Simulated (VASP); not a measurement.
Set up this calculation in VASP 6.6.1, as the native input.

- Task: single point
- Functional: PBEsol
- Potentials or basis: VASP PAW PBE potentials, release 64 (Se)
- Cutoff: 520 eV
- k mesh: 12 × 12 × 12
- Occupations: fermi-dirac, width 0.03 eV
- Spin: no spin polarisation
- Dipole correction: no
- Further INCAR settings: ALGO = Normal; EDIFF = 1e-06; NBANDS = 9

The structure of Se lies in POSCAR:

```
Se
1.0
    2.8337918670      0.0000000000      0.0000000000
    0.0000000000      2.8337918670      0.0000000000
    0.0000000000      0.0000000000      2.8337918670
Se
1
Direct
    0.0000000000      0.0000000000      0.0000000000
```

This cell differs from its parent crystal: volume scaled by 1.025.

One way to write it, as run:

INCAR

```
  PREC = Accurate
  ENCUT = 520
  EDIFF = 1E-6
  ISMEAR = -1
  SIGMA = 0.03
  LREAL = False
  LASPH = True
  NELM = 100
  ALGO = Normal
  ISIF = 2
  LWAVE = False
  LCHARG = True
  GGA = PS
  LELF = True
  LVHAR = True
  NBANDS = 9
```

KPOINTS

```
Automatic mesh
0
Gamma
  12 12 12
```

Potentials or basis: VASP PAW PBE potentials, release 64 (Se).

Command:

```sh
$ cat potpaw_PBE.64/Se/POTCAR > POTCAR
$ mpirun -np 1 vasp_std > vasp.out
```

Results of the run:

* Pressure: -3.6 GPa
* Band gap on the k mesh: zero (band 3 reaches 7.28 eV, above the bottom of band 4 at 1.21 eV)

Caveat: the PAW data sets were made with another functional, which shifts forces and pressure a little.

Wall time 5.2 s on 1 thread of Intel Xeon 6975P-C, on a shared host, peak memory 0.14 GiB.
